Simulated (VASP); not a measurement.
# Al3N in VASP: single point with r2SCAN

Aim: the single point of Al3N with r2SCAN.

All numbers are computed with VASP 6.6.1; they aren't measurements. Logs are shortened: lines on timing, memory, paths and dates and some standing lists are left out, and cuts for length are marked.

### Step 1. The cell of the first run

The cell holds a slab with vacuum, 4 atoms: a = 2.823 Å, b = 2.823 Å, c = 19.601 Å, α = 90.00°, β = 90.00°, γ = 90.00°.

### Step 2. Single point, r2SCAN

POSCAR reads:

```
Al3N
1.0
    2.8227735241      0.0000000000      0.0000000000
    0.0000000000      2.8227735241      0.0000000000
    0.0000000000      0.0000000000     19.6006973085
Al N
3 1
Direct
    0.5000000000      0.5000000000      0.2040743723
    0.0000000000      0.0000000000      0.3086652017
    0.5000000000      0.5000000000      0.4132861796
    0.6666666667      0.8333333333      0.4827473536
```

INCAR.step1 reads:

```
PREC     = Accurate       # precision mode
ENCUT    = 520            # plane-wave cutoff, eV
ISMEAR   = 0              # smearing method
SIGMA    = 0.1            # smearing width, eV
LREAL    = F              # projectors in reciprocal space
LASPH    = T              # aspherical terms in the spheres
NELM     = 60             # most SCF steps
LDIPOL   = T            
IDIPOL   = 3            
DIPOL    = 0.5 0.5 0.352
NBANDS   = 15             # bands
GGA      = PE             # functional
ALGO     = Normal         # electronic algorithm
EDIFF    = 1E-4           # SCF threshold, eV
LWAVE    = T              # write WAVECAR
LCHARG   = F              # write CHGCAR
```

INCAR.step2 reads:

```
PREC     = Accurate       # precision mode
ENCUT    = 520            # plane-wave cutoff, eV
EDIFF    = 1E-7           # SCF threshold, eV
ISMEAR   = 0              # smearing method
SIGMA    = 0.1            # smearing width, eV
LREAL    = F              # projectors in reciprocal space
LASPH    = T              # aspherical terms in the spheres
NELM     = 60             # most SCF steps
ALGO     = Normal         # electronic algorithm
ISIF     = 2              # what is computed and relaxed
LWAVE    = F              # write WAVECAR
LCHARG   = F              # write CHGCAR
LDIPOL   = T            
IDIPOL   = 3            
DIPOL    = 0.5 0.5 0.352
METAGGA  = R2SCAN         # meta-GGA
LMIXTAU  = T            
NBANDS   = 15             # bands
ISTART   = 1
```

KPOINTS reads:

```
regular mesh
0
Gamma
  9 9 1
```

Potentials or basis: VASP PAW PBE potentials, release 64 (Al, N).

Launch:

```bash
$ cat potpaw_PBE.64/Al/POTCAR potpaw_PBE.64/N/POTCAR > POTCAR
$ cp INCAR.step1 INCAR
$ mpirun -np 1 vasp_std > vasp.out
$ cp INCAR.step2 INCAR
$ mpirun -np 1 vasp_std > vasp.out
```

OUTCAR:

```text
PREC = Accurate
   ENCUT = 520
   EDIFF = 1E-7
   ISMEAR = 0
   LREAL = F
   LASPH = T
   NELM = 60
   ISIF = 2
   METAGGA = R2SCAN
   ISTART = 1

 ion  position               nearest neighbor table
   1  0.500  0.500  0.204-   2 2.86   2 2.86   2 2.86   2 2.86
   2  0.000  0.000  0.309-   1 2.86   1 2.86   1 2.86   1 2.86   3 2.86   3 2.86   3 2.86   3 2.86

   3  0.500  0.500  0.413-   4 1.72   4 2.37   2 2.86   2 2.86   2 2.86   2 2.86
   4  0.667  0.833  0.483-   3 1.72   3 2.37

  LATTYP: Found a simple tetragonal cell.
 ALAT       =     2.8227735241
 C/A-ratio  =     6.9437725489

  Lattice vectors:

 A1 = (   2.8227735241,   0.0000000000,   0.0000000000)
 A2 = (   0.0000000000,   2.8227735241,   0.0000000000)
 A3 = (   0.0000000000,   0.0000000000,  19.6006973085)

Analysis of symmetry for initial positions (statically):
=====================================================================
 Subroutine PRICEL returns:
 Original cell was already a primitive cell.

 Routine SETGRP: Setting up the symmetry group for a
 simple tetragonal supercell.

 Subroutine GETGRP returns: Found  1 space group operations
 (whereof  1 operations were pure point group operations)
 out of a pool of 16 trial point group operations.

The static configuration has the point symmetry C_1 .

Analysis of symmetry for dynamics (positions and initial velocities):
=====================================================================
 Subroutine PRICEL returns:
 Original cell was already a primitive cell.

 Routine SETGRP: Setting up the symmetry group for a
 simple tetragonal supercell.

 Subroutine GETGRP returns: Found  1 space group operations
 (whereof  1 operations were pure point group operations)
 out of a pool of 16 trial point group operations.

The dynamic configuration has the point symmetry C_1 .

 Subroutine INISYM returns: Found  1 space group operations
 (whereof  1 operations are pure point group operations),
 and found     1 'primitive' translations

----------------------------------------------------------------------------------------

                                     Primitive cell

  volume of cell :     156.1793

  direct lattice vectors                    reciprocal lattice vectors
     2.822773524  0.000000000  0.000000000     0.354261506  0.000000000  0.000000000
     0.000000000  2.822773524  0.000000000     0.000000000  0.354261506  0.000000000
     0.000000000  0.000000000 19.600697308     0.000000000  0.000000000  0.051018593

  length of vectors
     2.822773524  2.822773524 19.600697308     0.354261506  0.354261506  0.051018593

  position of ions in fractional coordinates (direct lattice)
     0.500000000  0.500000000  0.204074372
     0.000000000  0.000000000  0.308665202
     0.500000000  0.500000000  0.413286180
     0.666666667  0.833333333  0.482747354

  ion indices of the primitive-cell ions
   primitive index   ion index
                 1           1
                 2           2
                 3           3
                 4           4

----------------------------------------------------------------------------------------

 KPOINTS: regular mesh

Automatic generation of k-mesh.
 Grid dimensions read from file:
 generate k-points for:    9    9    1

 Generating k-lattice:

  Cartesian coordinates                     Fractional coordinates (reciprocal lattice)
     0.039362390  0.000000000  0.000000000     0.111111111  0.000000000  0.000000000
     0.000000000  0.039362390  0.000000000     0.000000000  0.111111111  0.000000000
     0.000000000  0.000000000  0.051018593     0.000000000  0.000000000  1.000000000

  Length of vectors
     0.039362390  0.039362390  0.051018593

  Shift w.r.t. Gamma in fractional coordinates (k-lattice)
     0.000000000  0.000000000  0.000000000

 Subroutine IBZKPT returns following result:
 ===========================================

 Found     41 irreducible k-points:

 Following reciprocal coordinates:
            Coordinates               Weight
  0.000000  0.000000  0.000000      1.000000
  0.111111  0.000000  0.000000      2.000000
  0.000000  0.111111  0.000000      2.000000
  0.222222  0.000000  0.000000      2.000000
  0.000000  0.222222  0.000000      2.000000
  0.333333  0.000000  0.000000      2.000000
[... 16 lines left out ...]
  0.111111  0.444444  0.000000      2.000000
  0.222222  0.222222  0.000000      2.000000
 [... further k-points ...]
   k-points           NKPTS =     41   k-points in BZ     NKDIM =     41   number of bands    NBANDS=     15
   number of dos      NEDOS =    301   number of ions     NIONS =      4
   total plane-waves  NPLWV =  86400
   dimension x,y,z NGX =    24 NGY =   24 NGZ =  150
   dimension x,y,z NGXF=    48 NGYF=   48 NGZF=  300
   ions per type =               3   1
   NGX,Y,Z   is equivalent  to a cutoff of  14.13, 14.13, 12.72 a.u.
   NGXF,Y,Z  is equivalent  to a cutoff of  28.27, 28.27, 25.44 a.u.
 SYSTEM =  unknown system
   PREC   = accura    normal or accurate (medium, high low for compatibility)
   ISTART =      1    job   : 0-new  1-cont  2-samecut
   ICHARG =      0    charge: 1-file 2-atom 10-const
   ISPIN  =      1    spin polarized calculation?
   LNONCOLLINEAR =      F non collinear calculations
   LSORBIT =      F    spin-orbit coupling
   LASPH  =      T    aspherical Exc in radial PAW
   ENCUT  =  520.0 eV  38.22 Ry    6.18 a.u.   5.25  5.25 36.44*2*pi/ulx,y,z
   NELM   =     60;   NELMIN=  2; NELMDL=  0     # of ELM steps
   EDIFF  = 0.1E-06   stopping-criterion for ELM
   LREAL  =      F    real-space projection
   EDIFFG = 0.1E-05   stopping-criterion for IOM
   NSW    =      0    number of steps for IOM
   IBRION =     -1    ionic relax: 0-MD 1-quasi-New 2-CG
   NFREE  =      0    steps in history (QN), initial steepest desc. (CG)
   ISIF   =      2    stress and relaxation
   ISYM   =      2    0-nonsym 1-usesym 2-fastsym
   POTIM  = 0.5000    time-step for ionic-motion
   TEBEG  =    0.0;   TEEND  =   0.0 temperature during run
   PSTRESS=    0.0 pullay stress
   NELECT =      14.0000    total number of electrons
   NUPDOWN=      -1.0000    fix difference up-down
   EMIN   =  10.00;   EMAX   =-10.00  energy-range for DOS
   EFERMI =   0.00;   METHOD = LEGACY
   ISMEAR =     0;   SIGMA  =   0.10  broadening in eV -4-tet -1-fermi 0-gaus
   EFERMI_NEDOS =   21; number of points for ismear=-14 and -15
   IALGO  =     38    algorithm
   IMIX   =      4    mixing-type and parameters
     AMIX     =   0.40;   BMIX     =  1.00
     AMIX_MAG =   1.60;   BMIX_MAG =  1.00
  volume/ion in A,a.u.               =      39.04       263.49
  Fermi-wavevector in a.u.,A,eV,Ry     =   0.732672  1.384549  7.303721  0.536808
  Thomas-Fermi vector in A             =   1.825193
   LORBIT       =      0    0 simple, 1 ext, 2 COOP (PROOUT), +10 PAW based schemes
   METAGGA = R2SCAN    functional components
   LHFCALC =     F    Hartree Fock is set to
   AEXX    =    0.0000 exact exchange contribution
   IVDW    =     0    specifies the selected vdW correction
   LEPSILON=     F    determine dielectric tensor
   LRPA    =     F    only Hartree local field effects (RPA)
 non-spin polarized calculation
 Gauss-broadening in eV      SIGMA  =   0.10
  energy-cutoff  :      520.00
  volume of cell :      156.18
 maximum number of plane-waves:      4249
 NGX is ok and might be reduce to    24
   NGX = 11   NGY = 11   NGZ = 73

 number of electron      14.0000000 magnetization

 dipolmoment           0.000000      0.000000      0.184677 electrons x Angstroem

 Free energy of the ion-electron system (eV)
  ---------------------------------------------------
  ext. energy  EPLUGINS =         0.00000000
  ---------------------------------------------------
  free energy    TOTEN  =       -25.66599161 eV

  energy without entropy =      -25.65187099  energy(sigma->0) =      -25.65893130

 E-fermi :  -1.4850     XC(G=0):  -4.7926

 val. band max:       -1.4909372713   @ k =  -0.4444   0.1111   0.0000
 cond. band min:      -1.4745300704   @ k =   0.3333   0.2222   0.0000
 fundamental gap:      0.0164072009
 Fermi energy:        -1.4850318418

 k-point     1 :       0.0000    0.0000    0.0000
  band No.  band energies     occupation
      1     -16.4869      2.00000
      2     -12.5288      2.00000
      3      -9.7329      2.00000
      4      -5.8917      2.00000
      5      -3.2128      2.00000
      6      -1.2720      0.00259
      7      -0.8041      0.00000
      8       0.2602      0.00000
      9       2.7117      0.00000
     10       4.1039      0.00000
     11       5.0006      0.00000
     12       5.5206      0.00000
     13       5.5484      0.00000
     14       5.9299      0.00000
     15       7.2052      0.00000

 k-point     2 :       0.1111    0.0000    0.0000
  band No.  band energies     occupation
      1     -16.3762      2.00000
      2     -12.2926      2.00000
      3      -9.5098      2.00000
      4      -5.6886      2.00000
      5      -3.0891      2.00000
      6      -1.6099      1.92252
      7      -1.1711      0.00001
      8       0.5077      0.00000
      9       2.1768      0.00000
     10       2.9961      0.00000
     11       4.2434      0.00000
     12       4.9529      0.00000
     13       5.7311      0.00000
     14       6.1547      0.00000
     15       7.1479      0.00000
[... 365 lines left out ...]
      3      -6.7766      2.00000
      4      -6.2229      2.00000
      5      -5.2124      2.00000
      6      -3.7227      2.00000
      7      -2.4927      2.00000
      8      -1.1749      0.00001
      9      -0.6630      0.00000
     10       0.9367      0.00000
     11       3.2637      0.00000
     12       5.3774      0.00000
     13       6.0956      0.00000
     14       6.5821      0.00000
     15       7.5967      0.00000

 k-point    24 :       0.2222    0.2222    0.0000
  band No.  band energies     occupation
      1     -15.6704      2.00000
      2     -10.6468      2.00000
      3      -7.9637      2.00000
      4      -4.3848      2.00000
      5      -3.2129      2.00000
      6      -2.6538      2.00000
      7      -1.9873      2.00000
      8      -0.8821      0.00000
      9       0.6677      0.00000
     10       1.6578      0.00000
     11       2.1795      0.00000
     12       3.5167      0.00000
     13       4.6418      0.00000
     14       5.5103      0.00000
     15       6.2510      0.00000

 [... further k-points ...]

------------------------ aborting loop because EDIFF is reached ----------------------------------------

 vacuum level on the upper side and lower side of the slab       (xc-potential included)         2.053        -2.030

  FORCE on cell =-STRESS in cart. coord.  units (eV):
  Direction    XX          YY          ZZ          XY          YZ          ZX
  --------------------------------------------------------------------------------------
  -------------------------------------------------------------------------------------
  Total       -2.3670080     -1.5418881      0.8285592      1.6901966      3.3162838      0.9093455
  in kB      -24.2821263    -15.8175731      8.4998354     17.3390069     34.0203421      9.3285877
  external PRESSURE =     -10.5332880 kB  Pullay stress =       0.0000000 kB

 VOLUME and BASIS-vectors are now :
 -----------------------------------------------------------------------------
  energy-cutoff  :      520.00
  volume of cell :      156.18
      direct lattice vectors                 reciprocal lattice vectors
     2.822773524  0.000000000  0.000000000     0.354261506  0.000000000  0.000000000
     0.000000000  2.822773524  0.000000000     0.000000000  0.354261506  0.000000000
     0.000000000  0.000000000 19.600697308     0.000000000  0.000000000  0.051018593

 POSITION                                       TOTAL-FORCE (eV/Angst)
 -----------------------------------------------------------------------------------
      1.41139      1.41139      4.00000         0.023311      0.028958     -0.155293
      0.00000      0.00000      6.05005         0.076714      0.062830     -0.053380
      1.41139      1.41139      8.10070        -0.953417     -2.709813      0.147758
      1.88185      2.35231      9.46218         0.853392      2.618025      0.060916
 -----------------------------------------------------------------------------------
    total drift:                               -0.000180      0.000022      0.000387

  FREE ENERGIE OF THE ION-ELECTRON SYSTEM (eV)
  ---------------------------------------------------
  free  energy   TOTEN  =       -25.6659916069 eV

  energy  without entropy=      -25.6518709852  energy(sigma->0) =      -25.65893130

 vacuum level on the upper side and lower side of the slab         7.048         2.852
```

Wall time 3.3 min (1 thread of Intel Xeon 6975P-C (Granite Rapids), shared host); peak memory 0.33 GiB.

Results:

| Property | Result |
| --- | --- |
| Free energy | -25.6660 eV |
| Largest force | 2.876 eV/Å |
| Band gap on the k mesh | zero (bands 7 and 8 overlap by 1.33 eV) |

Forces on the atoms (eV/Å):
```
Al   0.023  0.029 -0.155
Al   0.077  0.063 -0.053
Al  -0.953 -2.710  0.148
N    0.853  2.618  0.061
```

Caveat: the PAW data sets were made with another functional, which shifts forces and pressure a little.
